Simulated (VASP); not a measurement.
Input of a VASP 6.6.1 run:

INCAR

```
SYSTEM = ZnCu
PREC = Accurate ; ENCUT = 520
EDIFF = 1E-6 ; ISMEAR = -1
SIGMA = 0.05 ; LREAL = .False.
LASPH = .True. ; NELM = 100
ALGO = Normal ; ISIF = 2
LWAVE = .False. ; LCHARG = .True.
GGA = PE ; LELF = .True.
LVHAR = .True. ; NBANDS = 18
```

KPOINTS

```
regular mesh
0
Gamma
  8 8 8
  0 0 0
```

File POSCAR:

```
ZnCu
1.0
    2.9450000000      0.0000000000      0.0000000000
    0.0000000000      2.9450000000      0.0000000000
    0.0000000000      0.0000000000      2.9450000000
Zn Cu
1 1
Direct
    0.5000000000      0.5000000000      0.5000000000
    0.6666665535      0.0000000000      0.0000000000
```

Potentials or basis: VASP PAW PBE potentials, release 64 (Zn, Cu).

Command:

```console
$ cat potpaw_PBE.64/Zn/POTCAR potpaw_PBE.64/Cu/POTCAR > POTCAR
$ mpirun -np 1 vasp_std > vasp.out
```

Task: What does it give for the band gap on the k mesh?

Result: Zero (an odd number of electrons rules out a gap without spin polarisation).

Task: Predict the pressure.

Result: 43.8 GPa.

Task: What does it give for the largest force?

Result: 2.740 eV/Å.

Stress tensor (GPa, compression positive):
```
 3.33  0.00  0.00
 0.00 64.01  0.00
 0.00  0.00 64.01
```

Caveat: the stress differs along the axes, from 3 to 64 GPa; forces of over 1 eV/Å act on the atoms, so gaps and moduli don't describe the material at rest.
